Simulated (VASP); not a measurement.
# Al (Cmcm) in VASP: further runs

Runs on Al. Level: PBE. Tasks: single point.

Everything below comes from runs of VASP 6.6.1. Logs are shortened: lines on timing, memory, paths and dates and some standing lists are left out, and cuts for length are marked.

**1. The cell of the first run**

It takes space group Cmcm (No. 63, orthorhombic). The conventional cell has a = 3.235 Å, b = 4.697 Å, c = 4.697 Å, α = 90.00°, β = 90.00°, γ = 90.00°. Al (site symmetry m2m) has 12 Al at 2.75 to 3.24 Å within 3.6 Å.

**2. Single point, PBE (atoms displaced along a vibrational mode, the cell strained)**

Contents of INCAR:

```
PREC = Accurate ; ENCUT = 520
EDIFF = 1E-7 ; ISMEAR = 0
SIGMA = 0.15 ; LREAL = False
LASPH = True ; NELM = 60
ALGO = Fast ; ISIF = 2
LWAVE = False ; LCHARG = False
GGA = PE ; NBANDS = 10
```

Contents of KPOINTS:

```
Automatic mesh
0
Gamma
  20 20 12
```

Contents of POSCAR:

```
Al
1.0
   -1.6606977635      1.6606977635      1.6175102401
    1.6606977635     -1.6606977635      1.6175102401
    3.3213955269      3.3213955269      0.0000000000
Al
2
Direct
    0.0977047079     -0.0977047079      0.0000000000
    0.4022952921      0.5977047079      0.5000000000
```

Potentials or basis: VASP PAW PBE potentials, release 64 (Al).

Run with:

```sh
cat potpaw_PBE.64/Al/POTCAR > POTCAR
mpirun -np 1 vasp_std > vasp.out
```

OUTCAR:

```text
PREC = Accurate
   ENCUT = 520
   EDIFF = 1E-7
   ISMEAR = 0
   LREAL = False
   LASPH = True
   NELM = 60
   ISIF = 2
   GGA = PE

 ion  position               nearest neighbor table
   1  0.098  0.902  0.000-   2 2.75   2 2.75   2 3.00   2 3.00   2 3.00   2 3.00
   2  0.402  0.598  0.500-   1 2.75   1 2.75   1 3.00   1 3.00   1 3.00   1 3.00

  LATTYP: Found a base centered orthorhombic cell.
 ALAT       =     3.2350204802
 B/A-ratio  =     1.4519730645
 C/A-ratio  =     1.4519730644

  Lattice vectors:

 A1 = (  -1.6606977635,   1.6606977635,   1.6175102401)
 A2 = (   1.6606977635,  -1.6606977635,   1.6175102401)
 A3 = (   3.3213955269,   3.3213955269,   0.0000000000)

Analysis of symmetry for initial positions (statically):
=====================================================================
 Subroutine PRICEL returns:
 Original cell was already a primitive cell.

 Routine SETGRP: Setting up the symmetry group for a
 base centered orthorhombic supercell.

 Subroutine GETGRP returns: Found  8 space group operations
 (whereof  4 operations were pure point group operations)
 out of a pool of  8 trial point group operations.

The static configuration has the point symmetry C_2v.
 The point group associated with its full space group is D_2h.

Analysis of symmetry for dynamics (positions and initial velocities):
=====================================================================
 Subroutine PRICEL returns:
 Original cell was already a primitive cell.

 Routine SETGRP: Setting up the symmetry group for a
 base centered orthorhombic supercell.

 Subroutine GETGRP returns: Found  8 space group operations
 (whereof  4 operations were pure point group operations)
 out of a pool of  8 trial point group operations.

The dynamic configuration has the point symmetry C_2v.
 The point group associated with its full space group is D_2h.

 Subroutine INISYM returns: Found  8 space group operations
 (whereof  4 operations are pure point group operations),
 and found     1 'primitive' translations

----------------------------------------------------------------------------------------

                                     Primitive cell

  volume of cell :      35.6877

  direct lattice vectors                    reciprocal lattice vectors
    -1.660697763  1.660697763  1.617510240    -0.150539132  0.150539132  0.309117054
     1.660697763 -1.660697763  1.617510240     0.150539132 -0.150539132  0.309117054
     3.321395527  3.321395527  0.000000000     0.150539132  0.150539132  0.000000000

  length of vectors
     2.851696600  2.851696600  4.697162600     0.375336401  0.375336401  0.212894482

  position of ions in fractional coordinates (direct lattice)
     0.097704708  0.902295292  0.000000000
     0.402295292  0.597704708  0.500000000

  ion indices of the primitive-cell ions
   primitive index   ion index
                 1           1
                 2           2

----------------------------------------------------------------------------------------

 KPOINTS: Automatic mesh

Automatic generation of k-mesh.
 Grid dimensions read from file:
 generate k-points for:   20   20   12

 Generating k-lattice:

  Cartesian coordinates                     Fractional coordinates (reciprocal lattice)
    -0.007526957  0.007526957  0.015455853     0.050000000 -0.000000000  0.000000000
     0.007526957 -0.007526957  0.015455853    -0.000000000  0.050000000  0.000000000
     0.012544928  0.012544928  0.000000000     0.000000000  0.000000000  0.083333333

  Length of vectors
     0.018766820  0.018766820  0.017741207

  Shift w.r.t. Gamma in fractional coordinates (k-lattice)
     0.000000000  0.000000000  0.000000000

 Subroutine IBZKPT returns following result:
 ===========================================

 Found    777 irreducible k-points:

 Following reciprocal coordinates:
            Coordinates               Weight
  0.000000  0.000000  0.000000      1.000000
  0.050000  0.000000  0.000000      4.000000
  0.100000  0.000000  0.000000      4.000000
  0.150000  0.000000  0.000000      4.000000
  0.200000  0.000000  0.000000      4.000000
  0.250000  0.000000  0.000000      4.000000
[... 16 lines left out ...]
 -0.400000  0.050000  0.000000      4.000000
 -0.350000  0.050000  0.000000      4.000000
 [... further k-points ...]
   k-points           NKPTS =    777   k-points in BZ     NKDIM =    777   number of bands    NBANDS=     10
   number of dos      NEDOS =    301   number of ions     NIONS =      2
   total plane-waves  NPLWV =  20736
   dimension x,y,z NGX =    24 NGY =   24 NGZ =   36
   dimension x,y,z NGXF=    48 NGYF=   48 NGZF=   72
   ions per type =               2
   NGX,Y,Z   is equivalent  to a cutoff of  13.99, 13.99, 12.74 a.u.
   NGXF,Y,Z  is equivalent  to a cutoff of  27.98, 27.98, 25.48 a.u.
 SYSTEM =  unknown system
   PREC   = accura    normal or accurate (medium, high low for compatibility)
   ISTART =      0    job   : 0-new  1-cont  2-samecut
   ICHARG =      2    charge: 1-file 2-atom 10-const
   ISPIN  =      1    spin polarized calculation?
   LNONCOLLINEAR =      F non collinear calculations
   LSORBIT =      F    spin-orbit coupling
   LASPH  =      T    aspherical Exc in radial PAW
   ENCUT  =  520.0 eV  38.22 Ry    6.18 a.u.   5.30  5.30  8.73*2*pi/ulx,y,z
   NELM   =     60;   NELMIN=  2; NELMDL= -5     # of ELM steps
   EDIFF  = 0.1E-06   stopping-criterion for ELM
   LREAL  =      F    real-space projection
   EDIFFG = 0.1E-05   stopping-criterion for IOM
   NSW    =      0    number of steps for IOM
   IBRION =     -1    ionic relax: 0-MD 1-quasi-New 2-CG
   NFREE  =      0    steps in history (QN), initial steepest desc. (CG)
   ISIF   =      2    stress and relaxation
   ISYM   =      2    0-nonsym 1-usesym 2-fastsym
   POTIM  = 0.5000    time-step for ionic-motion
   TEBEG  =    0.0;   TEEND  =   0.0 temperature during run
   PSTRESS=    0.0 pullay stress
   NELECT =       6.0000    total number of electrons
   NUPDOWN=      -1.0000    fix difference up-down
   EMIN   =  10.00;   EMAX   =-10.00  energy-range for DOS
   EFERMI =   0.00;   METHOD = LEGACY
   ISMEAR =     0;   SIGMA  =   0.15  broadening in eV -4-tet -1-fermi 0-gaus
   EFERMI_NEDOS =   21; number of points for ismear=-14 and -15
   IALGO  =     68    algorithm
   IMIX   =      4    mixing-type and parameters
     AMIX     =   0.40;   BMIX     =  1.00
     AMIX_MAG =   1.60;   BMIX_MAG =  1.00
  volume/ion in A,a.u.               =      17.84       120.42
  Fermi-wavevector in a.u.,A,eV,Ry     =   0.903551  1.707463 11.107848  0.816404
  Thomas-Fermi vector in A             =   2.026890
   LORBIT       =      0    0 simple, 1 ext, 2 COOP (PROOUT), +10 PAW based schemes
   GGA     = PE    functional components
   LHFCALC =     F    Hartree Fock is set to
   AEXX    =    0.0000 exact exchange contribution
   IVDW    =     0    specifies the selected vdW correction
   LEPSILON=     F    determine dielectric tensor
   LRPA    =     F    only Hartree local field effects (RPA)
 non-spin polarized calculation
 RMM-DIIS sequential band-by-band and
 Gauss-broadening in eV      SIGMA  =   0.15
  energy-cutoff  :      520.00
  volume of cell :       35.69
 maximum number of plane-waves:       982
 NGX is ok and might be reduce to    24
   NGX = 11   NGY = 11   NGZ = 17

 number of electron       6.0000000 magnetization

 Free energy of the ion-electron system (eV)
  ---------------------------------------------------
  ext. energy  EPLUGINS =         0.00000000
  ---------------------------------------------------
  free energy    TOTEN  =        -7.33122108 eV

  energy without entropy =       -7.32119118  energy(sigma->0) =       -7.32620613

 E-fermi :   7.1316     XC(G=0):  -9.9059

 val. band max:        7.1300866478   @ k =  -0.4000   0.4000   0.4167
 cond. band min:       7.1333004335   @ k =  -0.4500   0.3500   0.0000
 fundamental gap:      0.0032137857
 Fermi energy:         7.1315513751

 k-point     1 :       0.0000    0.0000    0.0000
  band No.  band energies     occupation
      1      -3.4177      2.00000
      2       3.0397      2.00000
      3       3.2628      2.00000
      4      15.3059      0.00000
      5      15.4995      0.00000
      6      16.4763      0.00000
      7      17.6300      0.00000
      8      20.4790      0.00000
      9      20.6334      0.00000
     10      20.7068      0.00000

 k-point     2 :       0.0500    0.0000    0.0000
  band No.  band energies     occupation
      1      -3.3658      2.00000
      2       3.0879      2.00000
      3       3.3141      2.00000
      4      14.1773      0.00000
      5      15.3291      0.00000
      6      17.0700      0.00000
      7      18.3394      0.00000
      8      19.7366      0.00000
      9      20.2212      0.00000
     10      20.3419      0.00000

 k-point     3 :       0.1000    0.0000    0.0000
  band No.  band energies     occupation
      1      -3.2100      2.00000
      2       3.2323      2.00000
      3       3.4678      2.00000
      4      12.5769      0.00000
      5      14.8988      0.00000
      6      17.7578      0.00000
      7      18.4485      0.00000
      8      18.7303      0.00000
      9      19.2986      0.00000
     10      20.1917      0.00000

 k-point     4 :       0.1500    0.0000    0.0000
  band No.  band energies     occupation
      1      -2.9507      2.00000
      2       3.4727      2.00000
      3       3.7231      2.00000
      4      10.9688      0.00000
      5      14.4491      0.00000
      6      17.1166      0.00000
      7      17.1374      0.00000
      8      18.3467      0.00000
      9      19.0155      0.00000
     10      20.3593      0.00000

 k-point     5 :       0.2000    0.0000    0.0000
  band No.  band energies     occupation
      1      -2.5887      2.00000
      2       3.8087      2.00000
      3       4.0781      2.00000
      4       9.4131      0.00000
      5      13.9902      0.00000
      6      15.5842      0.00000
      7      15.8872      0.00000
      8      17.8593      0.00000
      9      19.5251      0.00000
     10      20.3453      0.00000

 k-point     6 :       0.2500    0.0000    0.0000
  band No.  band energies     occupation
      1      -2.1248      2.00000
      2       4.2394      2.00000
      3       4.5291      2.00000
      4       7.9311      0.00000
      5      13.3971      0.00000
      6      14.1061      0.00000
      7      14.8821      0.00000
      8      17.1942      0.00000
      9      19.7598      0.00000
     10      20.0973      0.00000
[... 183 lines left out ...]
 k-point    21 :       0.5000    0.0500    0.0000
  band No.  band energies     occupation
      1       1.2737      2.00000
      2       2.2475      2.00000
      3       7.1777      0.66366
      4       7.8949      0.00000
      5       8.7013      0.00000
      6       8.8468      0.00000
      7      12.9819      0.00000
      8      16.2927      0.00000
      9      18.8024      0.00000
     10      18.8444      0.00000

 k-point    22 :      -0.4500    0.0500    0.0000
  band No.  band energies     occupation
      1       0.4373      2.00000
      2       3.2425      2.00000
      3       6.5710      2.00000
      4       7.0523      1.54493
      5       9.6174      0.00000
      6       9.7060      0.00000
      7      13.2837      0.00000
      8      16.1376      0.00000
      9      19.0660      0.00000
     10      19.1492      0.00000

 k-point    23 :      -0.4000    0.0500    0.0000
  band No.  band energies     occupation
      1      -0.3754      2.00000
      2       4.3905      2.00000
      3       5.8549      2.00000
      4       6.2805      2.00000
      5      10.6911      0.00000
      6      10.8063      0.00000
      7      13.6732      0.00000
      8      16.0900      0.00000
      9      19.3817      0.00000
     10      19.5265      0.00000

 k-point    24 :      -0.3500    0.0500    0.0000
  band No.  band energies     occupation
      1      -1.0997      2.00000
      2       5.1912      2.00000
      3       5.3578      2.00000
      4       5.8731      2.00000
      5      11.9048      0.00000
      6      11.9737      0.00000
      7      14.1369      0.00000
      8      16.1602      0.00000
      9      19.7028      0.00000
     10      19.9631      0.00000

 [... further k-points ...]

------------------------ aborting loop because EDIFF is reached ----------------------------------------

  FORCE on cell =-STRESS in cart. coord.  units (eV):
  Direction    XX          YY          ZZ          XY          YZ          ZX
  --------------------------------------------------------------------------------------
  -------------------------------------------------------------------------------------
  Total       -0.2521344     -0.2521344     -1.2578410     -0.0529087     -0.0000000      0.0000000
  in kB      -11.3194278    -11.3194278    -56.4700418     -2.3753045     -0.0000000      0.0000000
  external PRESSURE =     -26.3696325 kB  Pullay stress =       0.0000000 kB

 VOLUME and BASIS-vectors are now :
 -----------------------------------------------------------------------------
  energy-cutoff  :      520.00
  volume of cell :       35.69
      direct lattice vectors                 reciprocal lattice vectors
    -1.660697763  1.660697763  1.617510240    -0.150539132  0.150539132  0.309117054
     1.660697763 -1.660697763  1.617510240     0.150539132 -0.150539132  0.309117054
     3.321395527  3.321395527  0.000000000     0.150539132  0.150539132  0.000000000

 POSITION                                       TOTAL-FORCE (eV/Angst)
 -----------------------------------------------------------------------------------
      1.33618     -1.33618      1.61751         0.159514     -0.159514      0.000000
      1.98521      1.33618      1.61751        -0.159514      0.159514      0.000000
 -----------------------------------------------------------------------------------
    total drift:                                0.000000      0.000000      0.000000

  FREE ENERGIE OF THE ION-ELECTRON SYSTEM (eV)
  ---------------------------------------------------
  free  energy   TOTEN  =        -7.3312210820 eV

  energy  without entropy=       -7.3211911817  energy(sigma->0) =       -7.32620613
```

It took 1.7 min on 1 thread of Intel Xeon Platinum 8488C (Sapphire Rapids), shared host; peak memory 0.32 GiB.

Results:

| Property | Result |
| --- | --- |
| Free energy | -7.3312 eV |
| Pressure | -2.6 GPa |
| Largest force | 0.226 eV/Å |
| Band gap on the k mesh | zero (bands 3 and 4 overlap by 8.20 eV) |

Forces on the atoms (eV/Å):
```
Al   0.160 -0.160  0.000
Al  -0.160  0.160  0.000
```

Caveat: the cell differs from its parent crystal (atoms displaced along a vibrational mode, the cell strained).

**3. Single point, PBE (atoms displaced along a vibrational mode, the cell strained)**

Contents of INCAR:

```
ALGO = Fast
EDIFF = 1E-6
ENCUT = 520
GGA = PE
ISIF = 2
ISMEAR = 0
LASPH = True
LCHARG = True
LELF = True
LREAL = False
LVHAR = True
LWAVE = False
NBANDS = 10
NELM = 60
PREC = Accurate
SIGMA = 0.15
```

Contents of KPOINTS:

```
k-points
0
Gamma
  20 20 12
```

Contents of POSCAR:

```
Al
1.0
   -1.6606977635      1.6606977635      1.6175102401
    1.6606977635     -1.6606977635      1.6175102401
    3.3213955269      3.3213955269      0.0000000000
Al
2
Direct
    0.0195409416     -0.0195409416      0.0000000000
    0.4804590584      0.5195409416      0.5000000000
```

Potentials or basis: VASP PAW PBE potentials, release 64 (Al).

Run with:

```sh
cat potpaw_PBE.64/Al/POTCAR > POTCAR
mpirun -np 1 vasp_std > vasp.out
```

Run time: 89 s. Hardware: 1 thread of Intel Xeon Platinum 8488C (Sapphire Rapids), shared host; peak memory 0.32 GiB.

It converged, with:

```yaml
Free_energy: -7.2958 eV
Pressure: -3.3 GPa
Largest_force: 0.093 eV/Å
Band_gap_on_the_k_mesh: zero (bands 3 and 4 overlap by 8.35 eV)
```

Forces on the atoms (eV/Å):
```
Al  -0.066  0.066  0.000
Al   0.066 -0.066  0.000
```

Stress tensor (GPa, compression positive):
```
-3.03 -0.09  0.00
-0.09 -3.03  0.00
 0.00  0.00 -3.94
```

Levels at points of the mesh, in eV from the Fermi level:
| k point | band 1 | band 2 | band 3 | band 4 | band 5 | band 6 |
| --- | --- | --- | --- | --- | --- | --- |
| (0.00, 0.00, 0.00) | -10.58 | -4.09 | -3.92 | 7.93 | 8.46 | 9.83 |
| (0.50, 0.00, 0.00) | -5.52 | -5.38 | 0.64 | 0.93 | 1.08 | 1.14 |
| (0.50, 0.50, 0.00) | -4.09 | -3.92 | 1.56 | 1.58 | 2.23 | 2.95 |
| (0.00, 0.00, 0.50) | -8.91 | -8.91 | 3.86 | 3.86 | 9.28 | 9.28 |
| (0.50, 0.00, 0.50) | -3.98 | -3.98 | -3.66 | -3.66 | 7.49 | 7.49 |
| (0.50, 0.50, 0.50) | -2.58 | -2.58 | -2.23 | -2.23 | 3.71 | 3.71 |

Caveat: the cell differs from its parent crystal (atoms displaced along a vibrational mode, the cell strained); the cell stands under tension.
